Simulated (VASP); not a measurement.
# AlV2C (P6_3/mmc) in VASP: a series of runs

AlV2C is run at these levels: PBE; tasks: relaxation of cell and atoms, single point.

Everything below comes from runs of VASP 6.6.1. Logs are shortened: lines on timing, memory, paths and dates and some standing lists are left out, and cuts for length are marked.

**1. The cell of the first run**

The structure is hexagonal, space group P6_3/mmc (No. 194). Conventional cell: a = 2.888 Å, b = 2.888 Å, c = 13.105 Å, α = 90.00°, β = 90.00°, γ = 120.00°. Al (site symmetry -6m2) has 6 V at 2.72 Å and 6 Al at 2.89 Å within 3.6 Å. Within 2.7 Å of V (site symmetry 3m) lie 3 C at 2.02 Å. C (site symmetry -3m) has 6 V at 2.02 Å within 2.7 Å.

**2. Relaxation of cell and atoms, PBE**

The input, INCAR:

```
SYSTEM = AlV2C
  PREC = Accurate
  ENCUT = 600
  EDIFF = 1E-7
  ISMEAR = 0
  SIGMA = 0.1
  LREAL = .False.
  LASPH = .True.
  NELM = 100
  ALGO = Normal
  ISIF = 3
  LWAVE = .False.
  LCHARG = .False.
  GGA = PE
  IBRION = 2
  NSW = 100
  EDIFFG = -0.005
```

The input, KPOINTS:

```
Automatic mesh
0
Gamma
  15 15 4
  0 0 0
```

The input, POSCAR:

```
AlV2C
1.0
    2.8875990726      0.0000000000      0.0000000000
   -1.4437995363      2.5007341528      0.0000000000
    0.0000000000      0.0000000000     13.1048231100
Al V C
2 4 2
Direct
    0.3333333300      0.6666666700      0.2500000000
    0.6666666700      0.3333333300      0.7500000000
    0.3333333300      0.6666666700      0.5863842200
    0.6666666700      0.3333333300      0.4136157800
    0.6666666700      0.3333333300      0.0863842200
    0.3333333300      0.6666666700      0.9136157800
    0.0000000000      0.0000000000      0.0000000000
    0.0000000000      0.0000000000      0.5000000000
```

Potentials or basis: VASP PAW PBE potentials, release 64 (Al, V_sv, C).

Started as:

```bash
> cat potpaw_PBE.64/Al/POTCAR potpaw_PBE.64/V_sv/POTCAR potpaw_PBE.64/C/POTCAR > POTCAR
> mpirun -np 1 vasp_std > vasp.out
```

OUTCAR:

```text
SYSTEM = AlV2C
   PREC = Accurate
   ENCUT = 600
   EDIFF = 1E-7
   ISMEAR = 0
   LREAL = .False.
   LASPH = .True.
   NELM = 100
   ISIF = 3
   GGA = PE
   IBRION = 2
   NSW = 100
   EDIFFG = -0.005

 ion  position               nearest neighbor table
   1  0.333  0.667  0.250-   4 2.72   5 2.72   4 2.72   5 2.72   4 2.72   5 2.72
   2  0.667  0.333  0.750-   3 2.72   6 2.72   3 2.72   6 2.72   3 2.72   6 2.72
   3  0.333  0.667  0.586-   8 2.02   8 2.02   8 2.02   2 2.72   2 2.72   2 2.72   4 2.81   4 2.81
                             4 2.81
   4  0.667  0.333  0.414-   8 2.02   8 2.02   8 2.02   1 2.72   1 2.72   1 2.72   3 2.81   3 2.81
                             3 2.81
   5  0.667  0.333  0.086-   7 2.02   7 2.02   7 2.02   1 2.72   1 2.72   1 2.72   6 2.81   6 2.81
                             6 2.81
   6  0.333  0.667  0.914-   7 2.02   7 2.02   7 2.02   2 2.72   2 2.72   2 2.72   5 2.81   5 2.81
                             5 2.81
   7  0.000  0.000  0.000-   5 2.02   6 2.02   6 2.02   5 2.02   5 2.02   6 2.02
   8  0.000  0.000  0.500-   3 2.02   4 2.02   3 2.02   4 2.02   4 2.02   3 2.02

  LATTYP: Found a hexagonal cell.
 ALAT       =     2.8875990726
 C/A-ratio  =     4.5383111646

  Lattice vectors:

 A1 = (   2.8875990726,   0.0000000000,   0.0000000000)
 A2 = (  -1.4437995363,   2.5007341528,   0.0000000000)
 A3 = (   0.0000000000,   0.0000000000,  13.1048231100)

Analysis of symmetry for initial positions (statically):
=====================================================================
 Subroutine PRICEL returns:
 Original cell was already a primitive cell.

 Routine SETGRP: Setting up the symmetry group for a
 hexagonal supercell.

 Subroutine GETGRP returns: Found 24 space group operations
 (whereof 12 operations were pure point group operations)
 out of a pool of 24 trial point group operations.

The static configuration has the point symmetry D_3d.
 The point group associated with its full space group is D_6h.

Analysis of symmetry for dynamics (positions and initial velocities):
=====================================================================
 Subroutine PRICEL returns:
 Original cell was already a primitive cell.

 Routine SETGRP: Setting up the symmetry group for a
 hexagonal supercell.

 Subroutine GETGRP returns: Found 24 space group operations
 (whereof 12 operations were pure point group operations)
 out of a pool of 24 trial point group operations.

The dynamic configuration has the point symmetry D_3d.
 The point group associated with its full space group is D_6h.

 Subroutine INISYM returns: Found 24 space group operations
 (whereof 12 operations are pure point group operations),
 and found     1 'primitive' translations

----------------------------------------------------------------------------------------

                                     Primitive cell

  volume of cell :      94.6315

  direct lattice vectors                    reciprocal lattice vectors
     2.887599073  0.000000000  0.000000000     0.346308464  0.199941285  0.000000000
    -1.443799536  2.500734153  0.000000000     0.000000000  0.399882570  0.000000000
     0.000000000  0.000000000 13.104823110     0.000000000  0.000000000  0.076307783

  length of vectors
     2.887599073  2.887599073 13.104823110     0.399882570  0.399882570  0.076307783

  position of ions in fractional coordinates (direct lattice)
     0.333333330  0.666666670  0.250000000
     0.666666670  0.333333330  0.750000000
     0.333333330  0.666666670  0.586384220
     0.666666670  0.333333330  0.413615780
     0.666666670  0.333333330  0.086384220
     0.333333330  0.666666670  0.913615780
     0.000000000  0.000000000  0.000000000
     0.000000000  0.000000000  0.500000000

  ion indices of the primitive-cell ions
   primitive index   ion index
                 1           1
                 2           2
                 3           3
                 4           4
                 5           5
                 6           6
                 7           7
                 8           8

----------------------------------------------------------------------------------------

 KPOINTS: Automatic mesh

Automatic generation of k-mesh.
 Grid dimensions read from file:
 generate k-points for:   15   15    4

 Generating k-lattice:

  Cartesian coordinates                     Fractional coordinates (reciprocal lattice)
     0.023087231  0.013329419  0.000000000     0.066666667  0.000000000  0.000000000
     0.000000000  0.026658838  0.000000000     0.000000000  0.066666667  0.000000000
     0.000000000  0.000000000  0.019076946     0.000000000  0.000000000  0.250000000

  Length of vectors
     0.026658838  0.026658838  0.019076946

  Shift w.r.t. Gamma in fractional coordinates (k-lattice)
     0.000000000  0.000000000  0.000000000

 Subroutine IBZKPT returns following result:
 ===========================================

 Found     81 irreducible k-points:

 Following reciprocal coordinates:
            Coordinates               Weight
  0.000000  0.000000  0.000000      1.000000
  0.066667  0.000000  0.000000      6.000000
  0.133333  0.000000  0.000000      6.000000
  0.200000  0.000000  0.000000      6.000000
  0.266667  0.000000  0.000000      6.000000
  0.333333 -0.000000  0.000000      6.000000
[... 16 lines left out ...]
  0.333333  0.200000  0.000000     12.000000
  0.400000  0.200000  0.000000      6.000000
 [... further k-points ...]
   k-points           NKPTS =     81   k-points in BZ     NKDIM =     81   number of bands    NBANDS=     39
   number of dos      NEDOS =    301   number of ions     NIONS =      8
   total plane-waves  NPLWV =  62208
   dimension x,y,z NGX =    24 NGY =   24 NGZ =  108
   dimension x,y,z NGXF=    48 NGYF=   48 NGZF=  216
   ions per type =               2   4   2
   NGX,Y,Z   is equivalent  to a cutoff of  13.82, 13.82, 13.70 a.u.
   NGXF,Y,Z  is equivalent  to a cutoff of  27.63, 27.63, 27.40 a.u.
 SYSTEM =  AlV2C
   PREC   = accura    normal or accurate (medium, high low for compatibility)
   ISTART =      0    job   : 0-new  1-cont  2-samecut
   ICHARG =      2    charge: 1-file 2-atom 10-const
   ISPIN  =      1    spin polarized calculation?
   LNONCOLLINEAR =      F non collinear calculations
   LSORBIT =      F    spin-orbit coupling
   LASPH  =      T    aspherical Exc in radial PAW
   ENCUT  =  600.0 eV  44.10 Ry    6.64 a.u.   5.77  5.77 26.17*2*pi/ulx,y,z
   NELM   =    100;   NELMIN=  2; NELMDL= -5     # of ELM steps
   EDIFF  = 0.1E-06   stopping-criterion for ELM
   LREAL  =      F    real-space projection
   EDIFFG = -.5E-02   stopping-criterion for IOM
   NSW    =    100    number of steps for IOM
   IBRION =      2    ionic relax: 0-MD 1-quasi-New 2-CG
   NFREE  =      1    steps in history (QN), initial steepest desc. (CG)
   ISIF   =      3    stress and relaxation
   ISYM   =      2    0-nonsym 1-usesym 2-fastsym
   POTIM  = 0.5000    time-step for ionic-motion
   TEBEG  =    0.0;   TEEND  =   0.0 temperature during run
   PSTRESS=    0.0 pullay stress
   NELECT =      66.0000    total number of electrons
   NUPDOWN=      -1.0000    fix difference up-down
   EMIN   =  10.00;   EMAX   =-10.00  energy-range for DOS
   EFERMI =   0.00;   METHOD = LEGACY
   ISMEAR =     0;   SIGMA  =   0.10  broadening in eV -4-tet -1-fermi 0-gaus
   EFERMI_NEDOS =   21; number of points for ismear=-14 and -15
   IALGO  =     38    algorithm
   IMIX   =      4    mixing-type and parameters
     AMIX     =   0.40;   BMIX     =  1.00
     AMIX_MAG =   1.60;   BMIX_MAG =  1.00
  volume/ion in A,a.u.               =      11.83        79.83
  Fermi-wavevector in a.u.,A,eV,Ry     =   1.451814  2.743530 28.677865  2.107764
  Thomas-Fermi vector in A             =   2.569268
   LORBIT       =      0    0 simple, 1 ext, 2 COOP (PROOUT), +10 PAW based schemes
   GGA     = PE    functional components
   LHFCALC =     F    Hartree Fock is set to
   AEXX    =    0.0000 exact exchange contribution
   IVDW    =     0    specifies the selected vdW correction
   LEPSILON=     F    determine dielectric tensor
   LRPA    =     F    only Hartree local field effects (RPA)
 conjugate gradient relaxation of ions
 non-spin polarized calculation
 Gauss-broadening in eV      SIGMA  =   0.10
  energy-cutoff  :      600.00
  volume of cell :       94.63
 maximum number of plane-waves:      3186
 NGX is ok and might be reduce to    24
   NGX = 11   NGY = 11   NGZ = 53

--------------------------------------- Ionic step        1  -------------------------------------------

 number of electron      66.0000005 magnetization

 Free energy of the ion-electron system (eV)
  ---------------------------------------------------
  ext. energy  EPLUGINS =         0.00000000
  ---------------------------------------------------
  free energy    TOTEN  =       -66.10681964 eV

  energy without entropy =      -66.08052724  energy(sigma->0) =      -66.09367344

------------------------ aborting loop because EDIFF is reached ----------------------------------------

  FORCE on cell =-STRESS in cart. coord.  units (eV):
  Direction    XX          YY          ZZ          XY          YZ          ZX
  --------------------------------------------------------------------------------------
  -------------------------------------------------------------------------------------
  Total        1.5016676      1.5016676      0.8890499      0.0000000     -0.0000000      0.0000000
  in kB       25.4242893     25.4242893     15.0522408      0.0000000     -0.0000000      0.0000000
  external PRESSURE =      21.9669398 kB  Pullay stress =       0.0000000 kB
[... 153 lines left out ...]
  energy  without entropy=      -66.1028604911  energy(sigma->0) =      -66.11401761

--------------------------------------- Ionic step        5  -------------------------------------------

 number of electron      65.9999990 magnetization

 Free energy of the ion-electron system (eV)
  ---------------------------------------------------
  ext. energy  EPLUGINS =         0.00000000
  ---------------------------------------------------
  free energy    TOTEN  =       -66.12589496 eV

  energy without entropy =      -66.10282214  energy(sigma->0) =      -66.11435855

 E-fermi :   9.4547     XC(G=0): -12.1402

 val. band max:        9.4461580418   @ k =   0.2000   0.0667   0.5000
 cond. band min:       9.4567352221   @ k =   0.1333   0.1333   0.0000
 fundamental gap:      0.0105771803
 Fermi energy:         9.4547221623

 k-point     1 :       0.0000    0.0000    0.0000
  band No.  band energies     occupation
      1     -54.9587      2.00000
      2     -54.9586      2.00000
      3     -54.8983      2.00000
      4     -54.8983      2.00000
      5     -29.0025      2.00000
      6     -29.0005      2.00000
[... 997 lines left out ...]
     38      11.1796      0.00000
     39      11.3895      0.00000

 [... further k-points ...]
[... 5 lines left out ...]
  --------------------------------------------------------------------------------------
  -------------------------------------------------------------------------------------
  Total       -0.0005686     -0.0005686      0.0082884      0.0000000      0.0000000      0.0000000
  in kB       -0.0094722     -0.0094722      0.1380653      0.0000000      0.0000000      0.0000000
  external PRESSURE =       0.0397069 kB  Pullay stress =       0.0000000 kB
[... 23 lines left out ...]
  FREE ENERGIE OF THE ION-ELECTRON SYSTEM (eV)
  ---------------------------------------------------
  free  energy   TOTEN  =       -66.1258949566 eV

  energy  without entropy=      -66.1028221448  energy(sigma->0) =      -66.11435855

 reached required accuracy - stopping structural energy minimisation
```

Wall time 24 min (1 thread of Intel Xeon Platinum 8259CL at 2.50GHz (Skylake/Cascade Lake), shared host); peak memory 0.46 GiB.

What came out:

| Quantity | Value |
| --- | --- |
| Free energy | -66.1259 eV |
| Relaxed volume | 12.02 Å³/atom |
| Relaxed cell | a = 2.908 Å, b = 2.908 Å, c = 13.135 Å, α = 90.00°, β = 90.00°, γ = 120.00° |
| Space group after relaxing (to 0.05 Å) | P6_3/mmc (No. 194) |
| Energy gained by relaxing | 2.4 meV/atom |
| Ionic steps | 5 |
| Pressure after relaxing | 0.0 GPa |
| Band gap on the k mesh | zero (band 33 reaches 10.34 eV, above the bottom of band 34 at 8.74 eV) |

The path:
```
step  energy change (eV)  largest force (eV/Å)  pressure (GPa)  volume (Å³)
   1              0.0000                0.2252            2.20        94.63
   2             -0.0124                0.2113           -1.83        96.87
   3             -0.0148                0.2153           -0.72        96.22
   4             -0.0184                0.0899            0.31        96.17
   5             -0.0191                0.0005            0.00        96.18
```

Final structure:
```
Al V C
1.0
     2.90782    0.00000    0.00000
    -1.45391    2.51825    0.00000
     0.00000    0.00000   13.13499
Al V C
2 4 2
Direct
  0.33333 0.66667 0.25000
  0.66667 0.33333 0.75000
  0.33333 0.66667 0.58509
  0.66667 0.33333 0.41491
  0.66667 0.33333 0.08509
  0.33333 0.66667 0.91491
  0.00000 0.00000 0.00000
  0.00000 0.00000 0.50000
```

Levels at points of the mesh, in eV from the Fermi level:
| k point | band 29 | band 30 | band 31 | band 32 | band 33 | band 34 | band 35 | band 36 | band 37 | band 38 |
| --- | --- | --- | --- | --- | --- | --- | --- | --- | --- | --- |
| (0.00, 0.00, 0.00) | -0.88 | -0.59 | -0.29 | -0.29 | -0.27 | -0.27 | 0.55 | 0.55 | 0.59 | 0.59 |
| (0.00, 0.00, 0.50) | -0.71 | -0.71 | -0.28 | -0.28 | -0.28 | -0.28 | 0.57 | 0.57 | 0.57 | 0.57 |

**3. Single point, PBE**

The input, INCAR:

```
PREC     = Accurate       # precision mode
ENCUT    = 520            # plane-wave cutoff, eV
EDIFF    = 1E-6           # SCF threshold, eV
ISMEAR   = 0              # smearing method
SIGMA    = 0.1            # smearing width, eV
LREAL    = False          # projectors in reciprocal space
LASPH    = True           # aspherical terms in the spheres
NELM     = 80             # most SCF steps
ALGO     = Normal         # electronic algorithm
ISIF     = 2              # what is computed and relaxed
LWAVE    = False          # write WAVECAR
LCHARG   = True           # write CHGCAR
GGA      = PE             # functional
LELF     = True           # ELF
LVHAR    = True         
NBANDS   = 43             # bands
```

The input, KPOINTS:

```
Automatic mesh
0
Gamma
  9 9 2
```

POSCAR is that of step 2.

Potentials or basis: VASP PAW PBE potentials, release 64 (Al, V_sv, C).

Started as:

```bash
> cat potpaw_PBE.64/Al/POTCAR potpaw_PBE.64/V_sv/POTCAR potpaw_PBE.64/C/POTCAR > POTCAR
> mpirun -np 1 vasp_std > vasp.out
```

Wall time 1.8 min (1 thread of Intel Xeon Platinum 8488C (Sapphire Rapids), shared host); peak memory 0.26 GiB.

The run converged. Its results:

| Property | Result |
| --- | --- |
| Free energy | -66.1189 eV |
| Pressure | 2.2 GPa |
| Largest force | 0.313 eV/Å |
| Band gap on the k mesh | zero (band 33 reaches 10.51 eV, above the bottom of band 34 at 8.88 eV) |

Forces on the atoms (eV/Å):
```
Al   0.000  0.000  0.000
Al   0.000  0.000  0.000
V    0.000  0.000 -0.313
V    0.000  0.000  0.313
V    0.000  0.000 -0.313
V    0.000  0.000  0.313
C    0.000  0.000  0.000
C    0.000  0.000  0.000
```

Stress tensor (GPa, compression positive):
```
2.67 0.00 0.00
0.00 2.67 0.00
0.00 0.00 1.29
```

Levels at points of the mesh, in eV from the Fermi level:
| k point | band 29 | band 30 | band 31 | band 32 | band 33 | band 34 | band 35 | band 36 | band 37 | band 38 |
| --- | --- | --- | --- | --- | --- | --- | --- | --- | --- | --- |
| (0.00, 0.00, 0.00) | -1.01 | -0.67 | -0.25 | -0.25 | -0.23 | -0.23 | 0.58 | 0.58 | 0.62 | 0.62 |
| (0.00, 0.00, 0.50) | -0.81 | -0.81 | -0.24 | -0.24 | -0.24 | -0.24 | 0.60 | 0.60 | 0.60 | 0.60 |

**4. Single point, PBE**

This run uses another cell than the first one, of 12.01 Å³/atom, 1.015 times its volume.

The input, INCAR:

```
  ALGO = Normal
  EDIFF = 1E-6
  ENCUT = 520
  GGA = PE
  ISIF = 2
  ISMEAR = 0
  LASPH = True
  LCHARG = True
  LELF = True
  LREAL = False
  LVHAR = True
  LWAVE = False
  NBANDS = 43
  NELM = 100
  PREC = Accurate
  SIGMA = 0.1
```

The input, KPOINTS:

```
k-points
0
Gamma
  15 15 4
```

The input, POSCAR:

```
AlV2C
1.0
    2.9064461792      0.0000000000      0.0000000000
   -1.4532230896      2.5170562259      0.0000000000
    0.0000000000      0.0000000000     13.1347117301
Al V C
2 4 2
Direct
    0.3333333333      0.6666666667      0.2500000000
    0.6666666667      0.3333333333      0.7500000000
    0.3333333333      0.6666666667      0.5849724962
    0.6666666667      0.3333333333      0.4150275038
    0.6666666667      0.3333333333      0.0849724962
    0.3333333333      0.6666666667      0.9150275038
    0.0000000000      0.0000000000      0.0000000000
    0.0000000000      0.0000000000      0.5000000000
```

Started as:

```bash
> cat potpaw_PBE.64/Al/POTCAR potpaw_PBE.64/V_sv/POTCAR potpaw_PBE.64/C/POTCAR > POTCAR
> mpirun -np 1 vasp_std > vasp.out
```

Wall time 5.1 min (1 thread of Intel Xeon Platinum 8488C (Sapphire Rapids), shared host); peak memory 0.41 GiB.

Results (log left out):

```yaml
Free_energy: -66.1248 eV
Pressure: 0.4 GPa
Largest_force: 0.048 eV/Å
Band_gap_on_the_k_mesh: zero (band 33 reaches 10.35 eV, above the bottom of band 34 at 8.75 eV)
```

Forces in eV/Å, atoms in the order of the input:
```
Al   0.000  0.000  0.000
Al   0.000  0.000  0.000
V    0.000  0.000  0.048
V    0.000  0.000 -0.048
V    0.000  0.000  0.048
V    0.000  0.000 -0.048
C    0.000  0.000  0.000
C    0.000  0.000  0.000
```

Levels at points of the mesh, in eV from the Fermi level:
| k point | band 30 | band 31 | band 32 | band 33 | band 34 | band 35 | band 36 | band 37 |
| --- | --- | --- | --- | --- | --- | --- | --- | --- |
| (0.00, 0.00, 0.00) | -0.59 | -0.29 | -0.29 | -0.28 | -0.28 | 0.56 | 0.56 | 0.59 |
| (0.00, 0.00, 0.50) | -0.71 | -0.28 | -0.28 | -0.28 | -0.28 | 0.57 | 0.57 | 0.57 |

**5. The runs side by side**

| task | cell | k mesh | cutoff (eV) | gap on the mesh (eV) | pressure (GPa) | largest force (eV/Å) |
| --- | --- | --- | --- | --- | --- | --- |
| relaxation of cell and atoms | relaxed from a = 2.888, b = 2.888, c = 13.105 Å, angles 90.0, 90.0, 120.0°, 8 atoms | 15 × 15 × 4 | 600 | none | 0.0 | - |
| single point | a = 2.888, b = 2.888, c = 13.105 Å, angles 90.0, 90.0, 120.0°, 8 atoms | 9 × 9 × 2 | 520 | none | 2.2 | 0.31 |
| single point | a = 2.906, b = 2.906, c = 13.135 Å, angles 90.0, 90.0, 120.0°, 8 atoms | 15 × 15 × 4 | 520 | none | 0.4 | 0.05 |

Alike in all rows: level PBE; potentials or basis VASP PAW PBE potentials, release 64 (Al, V_sv, C); no spin polarisation; smearing gaussian 0.1 eV.

Absolute energies hang on the potentials; compare differences alone.
